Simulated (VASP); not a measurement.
# Li (Pm-3m) in VASP: further runs

The runs below take Li through single point, relaxation of cell and atoms, with PBEsol.

All numbers are computed with VASP 6.6.1; they aren't measurements. Logs are shortened: lines on timing, memory, paths and dates and some standing lists are left out, and cuts for length are marked.

**1. The cell of the first run**

Symmetry: Pm-3m, No. 221, cubic system. Conventional cell: a = 2.417 Å, b = 2.417 Å, c = 2.417 Å, α = 90.00°, β = 90.00°, γ = 90.00°. Li (site symmetry m-3m) has 6 Li at 2.42 Å within 3.2 Å.

**2. Single point, PBEsol**

INCAR

```
  PREC = Accurate
  ENCUT = 520
  EDIFF = 1E-6
  ISMEAR = -1
  SIGMA = 0.05
  LREAL = False
  LASPH = True
  NELM = 100
  ALGO = Normal
  ISIF = 2
  LWAVE = False
  LCHARG = False
  GGA = PS
  NBANDS = 8
```

KPOINTS

```
Automatic mesh
0
Gamma
  15 15 15
```

POSCAR

```
Li
1.0
    2.4168635147      0.0000000000      0.0000000000
    0.0000000000      2.4168635147      0.0000000000
    0.0000000000      0.0000000000      2.4168635147
Li
1
Direct
    0.0000000000      0.0000000000      0.0000000000
```

Potentials or basis: VASP PAW PBE potentials, release 64 (Li_sv).

Launch:

```bash
$ cat potpaw_PBE.64/Li_sv/POTCAR > POTCAR
$ mpirun -np 1 vasp_std > vasp.out
```

OUTCAR:

```text
PREC = Accurate
   ENCUT = 520
   EDIFF = 1E-6
   ISMEAR = -1
   LREAL = False
   LASPH = True
   NELM = 100
   ISIF = 2
   GGA = PS

 ion  position               nearest neighbor table
   1  0.000  0.000  0.000-

  LATTYP: Found a simple cubic cell.
 ALAT       =     2.4168635147

  Lattice vectors:

 A1 = (   2.4168635147,   0.0000000000,   0.0000000000)
 A2 = (   0.0000000000,   2.4168635147,   0.0000000000)
 A3 = (   0.0000000000,   0.0000000000,   2.4168635147)

Analysis of symmetry for initial positions (statically):
=====================================================================
 Subroutine PRICEL returns:
 Original cell was already a primitive cell.

 Routine SETGRP: Setting up the symmetry group for a
 simple cubic supercell.

 Subroutine GETGRP returns: Found 48 space group operations
 (whereof 48 operations were pure point group operations)
 out of a pool of 48 trial point group operations.

The static configuration has the point symmetry O_h .

Analysis of symmetry for dynamics (positions and initial velocities):
=====================================================================
 Subroutine PRICEL returns:
 Original cell was already a primitive cell.

 Routine SETGRP: Setting up the symmetry group for a
 simple cubic supercell.

 Subroutine GETGRP returns: Found 48 space group operations
 (whereof 48 operations were pure point group operations)
 out of a pool of 48 trial point group operations.

The dynamic configuration has the point symmetry O_h .

 Subroutine INISYM returns: Found 48 space group operations
 (whereof 48 operations are pure point group operations),
 and found     1 'primitive' translations

----------------------------------------------------------------------------------------

                                     Primitive cell

  volume of cell :      14.1175

  direct lattice vectors                    reciprocal lattice vectors
     2.416863515  0.000000000  0.000000000     0.413759401  0.000000000  0.000000000
     0.000000000  2.416863515  0.000000000     0.000000000  0.413759401  0.000000000
     0.000000000  0.000000000  2.416863515     0.000000000  0.000000000  0.413759401

  length of vectors
     2.416863515  2.416863515  2.416863515     0.413759401  0.413759401  0.413759401

  position of ions in fractional coordinates (direct lattice)
     0.000000000  0.000000000  0.000000000

  ion indices of the primitive-cell ions
   primitive index   ion index
                 1           1

----------------------------------------------------------------------------------------

 KPOINTS: Automatic mesh

Automatic generation of k-mesh.
 Grid dimensions read from file:
 generate k-points for:   15   15   15

 Generating k-lattice:

  Cartesian coordinates                     Fractional coordinates (reciprocal lattice)
     0.027583960  0.000000000  0.000000000     0.066666667  0.000000000  0.000000000
     0.000000000  0.027583960  0.000000000     0.000000000  0.066666667  0.000000000
     0.000000000  0.000000000  0.027583960     0.000000000  0.000000000  0.066666667

  Length of vectors
     0.027583960  0.027583960  0.027583960

  Shift w.r.t. Gamma in fractional coordinates (k-lattice)
     0.000000000  0.000000000  0.000000000

 Subroutine IBZKPT returns following result:
 ===========================================

 Found    120 irreducible k-points:

 Following reciprocal coordinates:
            Coordinates               Weight
  0.000000  0.000000  0.000000      1.000000
  0.066667  0.000000  0.000000      6.000000
  0.133333  0.000000  0.000000      6.000000
  0.200000  0.000000  0.000000      6.000000
  0.266667  0.000000  0.000000      6.000000
  0.333333  0.000000  0.000000      6.000000
[... 16 lines left out ...]
  0.266667  0.200000  0.000000     24.000000
  0.333333  0.200000  0.000000     24.000000
 [... further k-points ...]
   k-points           NKPTS =    120   k-points in BZ     NKDIM =    120   number of bands    NBANDS=      8
   number of dos      NEDOS =    301   number of ions     NIONS =      1
   total plane-waves  NPLWV =   5832
   dimension x,y,z NGX =    18 NGY =   18 NGZ =   18
   dimension x,y,z NGXF=    36 NGYF=   36 NGZF=   36
   ions per type =               1
   NGX,Y,Z   is equivalent  to a cutoff of  12.38, 12.38, 12.38 a.u.
   NGXF,Y,Z  is equivalent  to a cutoff of  24.76, 24.76, 24.76 a.u.
 SYSTEM =  unknown system
   PREC   = accura    normal or accurate (medium, high low for compatibility)
   ISTART =      0    job   : 0-new  1-cont  2-samecut
   ICHARG =      2    charge: 1-file 2-atom 10-const
   ISPIN  =      1    spin polarized calculation?
   LNONCOLLINEAR =      F non collinear calculations
   LSORBIT =      F    spin-orbit coupling
   LASPH  =      T    aspherical Exc in radial PAW
   ENCUT  =  520.0 eV  38.22 Ry    6.18 a.u.   4.49  4.49  4.49*2*pi/ulx,y,z
   NELM   =    100;   NELMIN=  2; NELMDL= -5     # of ELM steps
   EDIFF  = 0.1E-05   stopping-criterion for ELM
   LREAL  =      F    real-space projection
   EDIFFG = 0.1E-04   stopping-criterion for IOM
   NSW    =      0    number of steps for IOM
   IBRION =     -1    ionic relax: 0-MD 1-quasi-New 2-CG
   NFREE  =      0    steps in history (QN), initial steepest desc. (CG)
   ISIF   =      2    stress and relaxation
   ISYM   =      2    0-nonsym 1-usesym 2-fastsym
   POTIM  = 0.5000    time-step for ionic-motion
   TEBEG  =    0.0;   TEEND  =   0.0 temperature during run
   PSTRESS=    0.0 pullay stress
   NELECT =       3.0000    total number of electrons
   NUPDOWN=      -1.0000    fix difference up-down
   EMIN   =  10.00;   EMAX   =-10.00  energy-range for DOS
   EFERMI =   0.00;   METHOD = LEGACY
   ISMEAR =    -1;   SIGMA  =   0.05  broadening in eV -4-tet -1-fermi 0-gaus
   EFERMI_NEDOS =   21; number of points for ismear=-14 and -15
   IALGO  =     38    algorithm
   IMIX   =      4    mixing-type and parameters
     AMIX     =   0.40;   BMIX     =  1.00
     AMIX_MAG =   1.60;   BMIX_MAG =  1.00
  volume/ion in A,a.u.               =      14.12        95.27
  Fermi-wavevector in a.u.,A,eV,Ry     =   0.976929  1.846129 12.985275  0.954391
  Thomas-Fermi vector in A             =   2.107587
   LORBIT       =      0    0 simple, 1 ext, 2 COOP (PROOUT), +10 PAW based schemes
   GGA     = PS    functional components
   LHFCALC =     F    Hartree Fock is set to
   AEXX    =    0.0000 exact exchange contribution
   IVDW    =     0    specifies the selected vdW correction
   LEPSILON=     F    determine dielectric tensor
   LRPA    =     F    only Hartree local field effects (RPA)
 non-spin polarized calculation
  energy-cutoff  :      520.00
  volume of cell :       14.12
 maximum number of plane-waves:       393
 NGX is ok and might be reduce to    18
   NGX =  9   NGY =  9   NGZ =  9

 number of electron       2.9999992 magnetization

 Free energy of the ion-electron system (eV)
  ---------------------------------------------------
  ext. energy  EPLUGINS =         0.00000000
  ---------------------------------------------------
  free energy    TOTEN  =        -1.72368146 eV

  energy without entropy =       -1.72002913  energy(sigma->0) =       -1.72185529

 E-fermi :   1.7759     XC(G=0):  -7.9642

 val. band max:        1.7312864400   @ k =   0.3333   0.3333   0.0000
 cond. band min:       1.8225148066   @ k =   0.3333   0.2667   0.2000
 fundamental gap:      0.0912283666
 Fermi energy:         1.7759145356

 k-point     1 :       0.0000    0.0000    0.0000
  band No.  band energies     occupation
      1     -43.9894      2.00000
      2      -2.1005      2.00000
      3      17.0842      0.00000
      4      17.0842      0.00000
      5      17.0842      0.00000
      6      19.8682      0.00000
      7      19.8682      0.00000
      8      28.8406      0.00000

 k-point     2 :       0.0667    0.0000    0.0000
  band No.  band energies     occupation
      1     -43.9859      2.00000
      2      -2.0280      2.00000
      3      15.4829      0.00000
      4      17.1860      0.00000
      5      17.1860      0.00000
      6      19.9807      0.00000
      7      21.6363      0.00000
      8      28.7089      0.00000

 k-point     3 :       0.1333    0.0000    0.0000
  band No.  band energies     occupation
      1     -43.9765      2.00000
      2      -1.8138      2.00000
      3      13.1913      0.00000
      4      17.4883      0.00000
      5      17.4883      0.00000
      6      20.3176      0.00000
      7      24.3119      0.00000
      8      28.4379      0.00000

 k-point     4 :       0.2000    0.0000    0.0000
  band No.  band energies     occupation
      1     -43.9622      2.00000
      2      -1.4623      2.00000
      3      11.0327      0.00000
      4      17.9833      0.00000
      5      17.9833      0.00000
      6      20.8775      0.00000
      7      26.1507      0.00000
      8      29.0278      0.00000

 k-point     5 :       0.2667    0.0000    0.0000
  band No.  band energies     occupation
      1     -43.9461      2.00000
      2      -0.9882      2.00000
      3       9.0977      0.00000
      4      18.6513      0.00000
      5      18.6513      0.00000
      6      21.6561      0.00000
      7      26.0603      0.00000
      8      31.4612      0.00000

 k-point     6 :       0.3333    0.0000    0.0000
  band No.  band energies     occupation
      1     -43.9306      2.00000
      2      -0.4213      2.00000
      3       7.4327      0.00000
      4      19.4499      0.00000
      5      19.4499      0.00000
      6      22.6435      0.00000
      7      25.5392      0.00000
      8      29.7918      0.00000

 k-point     7 :       0.4000    0.0000    0.0000
  band No.  band energies     occupation
      1     -43.9183      2.00000
      2       0.1643      2.00000
      3       6.1169      0.00000
      4      20.2757      0.00000
      5      20.2757      0.00000
      6      23.8047      0.00000
      7      25.1000      0.00000
      8      28.0991      0.00000

 k-point     8 :       0.4667    0.0000    0.0000
  band No.  band energies     occupation
      1     -43.9115      2.00000
      2       0.5893      2.00000
      3       5.3279      0.00000
      4      20.8787      0.00000
      5      20.8787      0.00000
      6      24.8597      0.00000
      7      24.9466      0.00000
      8      27.0612      0.00000

 k-point     9 :       0.0667    0.0667    0.0000
  band No.  band energies     occupation
      1     -43.9825      2.00000
      2      -1.9550      2.00000
      3      15.0534      0.00000
      4      16.2376      0.00000
      5      17.2877      0.00000
      6      21.0496      0.00000
      7      22.3272      0.00000
      8      28.5485      0.00000

 k-point    10 :       0.1333    0.0667    0.0000
  band No.  band energies     occupation
      1     -43.9731      2.00000
      2      -1.7386      2.00000
      3      13.1202      0.00000
      4      16.2470      0.00000
      5      17.5897      0.00000
      6      21.6475      0.00000
      7      24.6787      0.00000
      8      28.1860      0.00000
[... 78 lines left out ...]
 k-point    18 :       0.2667    0.1333    0.0000
  band No.  band energies     occupation
      1     -43.9339      2.00000
      2      -0.6551      2.00000
      3       9.1365      0.00000
      4      15.5102      0.00000
      5      19.0476      0.00000
      6      23.9590      0.00000
      7      25.4665      0.00000
      8      30.4106      0.00000

 k-point    19 :       0.3333    0.1333    0.0000
  band No.  band energies     occupation
      1     -43.9186      2.00000
      2      -0.0597      2.00000
      3       7.5310      0.00000
      4      16.3018      0.00000
      5      19.8402      0.00000
      6      22.8816      0.00000
      7      25.7611      0.00000
      8      29.5805      0.00000

 k-point    20 :       0.4000    0.1333    0.0000
  band No.  band energies     occupation
      1     -43.9065      2.00000
      2       0.5631      2.00000
      3       6.2224      0.00000
      4      17.2627      0.00000
      5      20.6570      0.00000
      6      21.5089      0.00000
      7      26.3017      0.00000
      8      28.5313      0.00000

 k-point    21 :       0.4667    0.1333    0.0000
  band No.  band energies     occupation
      1     -43.8999      2.00000
      2       1.0260      2.00000
      3       5.4146      0.00000
      4      18.2290      0.00000
      5      20.3125      0.00000
      6      21.2493      0.00000
      7      26.6123      0.00000
      8      27.5093      0.00000

 k-point    22 :       0.2000    0.2000    0.0000
  band No.  band energies     occupation
      1     -43.9363      2.00000
      2      -0.7667      2.00000
      3      10.2669      0.00000
      4      13.9913      0.00000
      5      18.8722      0.00000
      6      23.8020      0.00000
      7      26.2224      0.00000
      8      30.3304      0.00000

 k-point    23 :       0.2667    0.2000    0.0000
  band No.  band energies     occupation
      1     -43.9206      2.00000
      2      -0.2459      2.00000
      3       9.0089      0.00000
      4      13.9835      0.00000
      5      19.5314      0.00000
      6      22.4021      0.00000
      7      26.5724      0.00000
      8      31.7985      0.00000

 k-point    24 :       0.3333    0.2000    0.0000
  band No.  band energies     occupation
      1     -43.9055      2.00000
      2       0.3846      2.00000
      3       7.5872      0.00000
      4      14.5421      0.00000
      5      20.3157      0.00000
      6      20.7758      0.00000
      7      26.9172      0.00000
      8      30.6811      0.00000

 [... further k-points ...]
[... 5 lines left out ...]
  --------------------------------------------------------------------------------------
  -------------------------------------------------------------------------------------
  Total        0.6960113      0.6960113      0.6960113     -0.0000000      0.0000000     -0.0000000
  in kB       78.9897109     78.9897109     78.9897109     -0.0000000      0.0000000     -0.0000000
  external PRESSURE =      78.9897109 kB  Pullay stress =       0.0000000 kB

 VOLUME and BASIS-vectors are now :
 -----------------------------------------------------------------------------
  energy-cutoff  :      520.00
  volume of cell :       14.12
      direct lattice vectors                 reciprocal lattice vectors
     2.416863515  0.000000000  0.000000000     0.413759401  0.000000000  0.000000000
     0.000000000  2.416863515  0.000000000     0.000000000  0.413759401  0.000000000
     0.000000000  0.000000000  2.416863515     0.000000000  0.000000000  0.413759401

 POSITION                                       TOTAL-FORCE (eV/Angst)
 -----------------------------------------------------------------------------------
      0.00000      0.00000      0.00000         0.000000      0.000000      0.000000
 -----------------------------------------------------------------------------------
    total drift:                               -0.000000      0.000000      0.000000

  FREE ENERGIE OF THE ION-ELECTRON SYSTEM (eV)
  ---------------------------------------------------
  free  energy   TOTEN  =        -1.7236814626 eV

  energy  without entropy=       -1.7200291271  energy(sigma->0) =       -1.72185529
```

Run time: 4.2 s. Hardware: 1 thread of Intel Xeon 6975P-C (Granite Rapids), shared host; peak memory 0.11 GiB.

What came out:

| Property | Result |
| --- | --- |
| Free energy | -1.7237 eV |

Caveat: the cutoff is under 1.25 times the usual one of these potentials, so pressure, stress and relaxed cells hold a basis-set (Pulay) error; the PAW data sets were made with another functional, which shifts forces and pressure a little.

[end of part 1 of 2]
